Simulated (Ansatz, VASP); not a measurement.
**WS2: VASP beside Ansatz**

Contents of INCAR:

```
PREC     = Accurate       # precision mode
ENCUT    = 520            # plane-wave cutoff, eV
EDIFF    = 1E-6           # SCF threshold, eV
ISMEAR   = -1             # smearing method
SIGMA    = 0.05           # smearing width, eV
LREAL    = False          # projectors in reciprocal space
LASPH    = True           # aspherical terms in the spheres
NELM     = 100            # most SCF steps
ALGO     = Normal         # electronic algorithm
ISIF     = 2              # what is computed and relaxed
LWAVE    = False          # write WAVECAR
LCHARG   = False          # write CHGCAR
GGA      = PE             # functional
NBANDS   = 20             # bands
```

File KPOINTS:

```
regular mesh
0
Gamma
  10 10 2
```

Contents of POSCAR:

```
WS2
1.0
    3.1404905896      0.0000000000      0.0000000000
   -1.5702452948      2.7197446309      0.0000000000
    0.0000000000      0.0000000000     16.7214879437
W S
1 2
Direct
    0.0000000000      0.0000000000      0.0000000000
    0.3333333333      0.6666666667      0.0920005100
    0.3333333333      0.6666666667      0.9079994900
```

File input.yaml:

```yaml
crystal:
  lattice:
    - [3.1404905896, 0.0, 0.0]
    - [-1.5702452948, 2.7197446309, 0.0]
    - [0.0, 0.0, 16.7214879437]
  atoms:
    - { symbol: W, position: [0.0, 0.0, 0.0] }
    - { symbol: S, position: [0.3333333333, 0.6666666667, 0.09200051] }
    - { symbol: S, position: [0.3333333333, 0.6666666667, 0.90799949] }
kpoints:
  mp_grid: { grid: [10, 10, 2] }
scf:
  occupations: { method: fermi_dirac, width: 0.05 }
hamiltonian:
  xc: pbe
  pseudopotentials: { kind: all_electron, lapw: { basis_error: 0.001 } }
output:
  forces: true
  stress: true
  eigenvalues: true
```

Change from the starting cell: volume scaled by 0.96.

Alike in both runs: task single point; functional PBE; k mesh 10 × 10 × 2; occupations fermi-dirac, width 0.05 eV; no spin polarisation.

```csv
,VASP,Ansatz
version,VASP 6.6.1,Ansatz 0.2.0
potentials or method,"VASP PAW PBE potentials, release 64 (W_sv, S), cutoff 520 eV","all-electron LAPW, scalar-relativistic"
```

VASP gave:

* gap on the k mesh at the Fermi level (eV): 2.13
* least direct gap on the mesh (eV): 2.28
* rms of the force components (eV/Å): 0.494

Estimate Ansatz's values.

gap on the k mesh at the Fermi level (eV): 2.12; least direct gap on the mesh (eV): 2.27; rms of the force components (eV/Å): 0.493.

Atom by atom the forces differ by 0.001 eV/Å (rms over components). Ansatz ran all-electron here, and VASP with PAW potentials.

Spin-orbit coupling is off throughout.
